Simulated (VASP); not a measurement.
Write the native input for VASP 6.6.1 that does the following.

```
Task                   : single point
Functional             : PBE
Potentials or basis    : VASP PAW PBE potentials, release 64 (Si, Ru_pv, F)
Cutoff                 : 520 eV
k mesh                 : 4 × 4 × 4
Occupations            : gaussian, width 0.1 eV
Spin                   : collinear spin, ferromagnetic start
Starting moments       : [0.0, 1.0, 1.0, 1.0, 0.0] μB
Dipole correction      : no
Further INCAR settings : ALGO = Normal; EDIFF = 1e-07; NBANDS = 38
```

The structure of SiRu3F lies in POSCAR:

```
SiRu3F
1.0
    4.0377080500      0.0000000000      0.0000000000
    0.0000000000      4.0377080500      0.0000000000
    0.0000000000      0.0000000000      4.0377080500
Si Ru F
1 3 1
Direct
    0.0000000000      0.0000000000      0.0000000000
    0.0000000000      0.5000000000      0.5000000000
    0.5000000000      0.0000000000      0.5000000000
    0.5000000000      0.5000000000      0.0000000000
    0.5000000000      0.5000000000      0.5000000000
```

These files were run (other wordings do the same):

INCAR

```
ALGO     = Normal         # electronic algorithm
EDIFF    = 1E-7           # SCF threshold, eV
ENCUT    = 520            # plane-wave cutoff, eV
GGA      = PE             # functional
ISIF     = 2              # what is computed and relaxed
ISMEAR   = 0              # smearing method
ISPIN    = 2              # spin polarisation
LASPH    = True           # aspherical terms in the spheres
LCHARG   = False          # write CHGCAR
LMAXMIX  = 4              # l up to which the mixer works
LORBIT   = 11             # projections on sites
LREAL    = False          # projectors in reciprocal space
LWAVE    = False          # write WAVECAR
MAGMOM   = 0 1 1 1 0      # initial moments
NBANDS   = 38             # bands
NELM     = 150            # most SCF steps
PREC     = Accurate       # precision mode
SIGMA    = 0.1            # smearing width, eV
```

KPOINTS

```
k-points
0
Gamma
  4 4 4
```

Potentials or basis: VASP PAW PBE potentials, release 64 (Si, Ru_pv, F).

Launch:

```console
$ cat potpaw_PBE.64/Si/POTCAR potpaw_PBE.64/Ru_pv/POTCAR potpaw_PBE.64/F/POTCAR > POTCAR
$ mpirun -np 1 vasp_std > vasp.out
```

Results of the run:

- Pressure: 11.2 GPa
- Net moment: 0.00 μB per cell
- Valence electrons inside the program's atomic spheres: Si 1.43; Ru 12.61; F 6.17

Caveat: the k points lie up to 0.39 Å⁻¹ apart.

Wall time 2.1 min on 1 thread of AMD EPYC 7R13 (shared host), peak memory 0.17 GiB.
